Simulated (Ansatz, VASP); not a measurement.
BaZrO3: VASP beside Ansatz

```
CELL_PARAMETERS angstrom
4.18150 0.00000 0.00000
0.00000 4.18150 0.00000
0.00000 0.00000 4.18150
ATOMIC_POSITIONS crystal
Ba 0.50000 0.55073 0.55073
Zr 0.00000 0.00000 0.00000
O 0.50000 0.00000 0.00000
O 0.00000 0.50000 0.00000
O 0.00000 0.00000 0.50000
```

Change from the starting cell: all Ba atoms moved -0.300 Å, as atom 1 towards its neighbour atom 3 (O) at 2.957 Å.

Alike in both runs: task single point; functional PBE; k mesh 6 × 6 × 6; occupations gaussian, width 0.05 eV; no spin polarisation.

```csv
,VASP,Ansatz
version,VASP 6.6.1,Ansatz 0.2.0
potentials or method,"VASP PAW PBE potentials, release 64 (Ba_sv, Zr_sv, O), cutoff 520 eV","scalar-relativistic, plane waves, PAW"
valence electrons in the cell,40,40
```

Ansatz gave:

```
gap on the k mesh at the Fermi level (eV)                     : 3.16
least direct gap on the mesh (eV)                             : 3.35
pressure (GPa)                                                : 7.0
traceless stress, the component that is largest in VASP (GPa) : 1.76
rms of the force components (eV/Å)                            : 0.448
```

Problem. Estimate VASP's values.

Solution. gap on the k mesh at the Fermi level (eV): 3.13; least direct gap on the mesh (eV): 3.34; pressure (GPa): 8.2; traceless stress, the component that is largest in VASP (GPa): 1.90; rms of the force components (eV/Å): 0.482.

Atom by atom the forces differ by 0.049 eV/Å (rms over components).

Spin-orbit coupling is off throughout.
